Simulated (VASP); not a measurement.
A run of VASP 6.6.1 is set up as follows.

The input POSCAR:

```
WC2
1.0
   -1.5170114212      1.5170114212      2.9961710145
    1.5170114212     -1.5170114212      2.9961710145
    1.5170114212      1.5170114212     -2.9961710145
C W
2 1
Direct
    0.3805622805      0.3805622805      0.0000000000
    0.6194377195      0.6194377195      0.0000000000
    0.0000000000      0.0000000000      0.0000000000
```

INCAR.step1

```
PREC = Accurate
ENCUT = 520
ISMEAR = 0
SIGMA = 0.1
LREAL = F
LASPH = T
NELM = 80
NBANDS = 18
GGA = PE
ALGO = Normal
EDIFF = 1E-4
LWAVE = T
LCHARG = F
```

File INCAR.step2:

```
PREC = Accurate
ENCUT = 520
EDIFF = 1E-6
ISMEAR = 0
SIGMA = 0.1
LREAL = F
LASPH = T
NELM = 80
ALGO = Normal
ISIF = 2
LWAVE = F
LCHARG = T
METAGGA = R2SCAN
LMIXTAU = T
LELF = T
LVHAR = T
NBANDS = 18
ISTART = 1
```

The input KPOINTS:

```
regular mesh
0
Gamma
  20 20 20
```

Potentials or basis: VASP PAW PBE potentials, release 64 (C, W_sv).

Command:

```console
$ cat potpaw_PBE.64/C/POTCAR potpaw_PBE.64/W_sv/POTCAR > POTCAR
$ cp INCAR.step1 INCAR
$ mpirun -np 1 vasp_std > vasp.out
$ cp INCAR.step2 INCAR
$ mpirun -np 1 vasp_std > vasp.out
```

(1) Estimate the pressure.

(2) What does it give for the largest force?

(3) Estimate the band gap on the k mesh.

## Answers

(1) 1.9 GPa.

(2) 0.156 eV/Å.

(3) zero (bands 11 and 12 overlap by 4.09 eV).

Caveat: the PAW data sets were made with another functional, which shifts forces and pressure a little; spin-orbit coupling is left out, which moves the levels of the heavy elements.
